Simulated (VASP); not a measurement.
Runs of VASP 6.6.1 on Ba. The structure is that of space group Fd-3m (No. 227), or close to it. The cells are those of the table. This isn't the form of Ba at room conditions, which is bcc.

```tsv
cell	gap on the mesh (eV)	pressure (GPa)
a = 5.431 Å, angles 60.0°, 2 atoms	none	0.4
a = 5.358 Å, angles 60.0°, 2 atoms	none	0.9
a = 5.467 Å, angles 60.0°, 2 atoms	none	0.2
a = 5.503 Å, angles 60.0°, 2 atoms	none	(a)
```

Alike in all rows: task single point; level PBE; potentials or basis VASP PAW PBE potentials, release 64 (Ba_sv); no spin polarisation; k mesh 13 × 13 × 13; cutoff (eV) 520; smearing fermi-dirac 0.0612256 eV.

Problem. Fill in the values left out.

Solution. (a) 0.1.

Caveats: spin-orbit coupling is left out, which moves the levels of the heavy elements.

A k mesh can miss the band edges, and the runs leave out spin-orbit coupling on Ba.

A gap of «none» marks levels without a gap at the run's occupations.
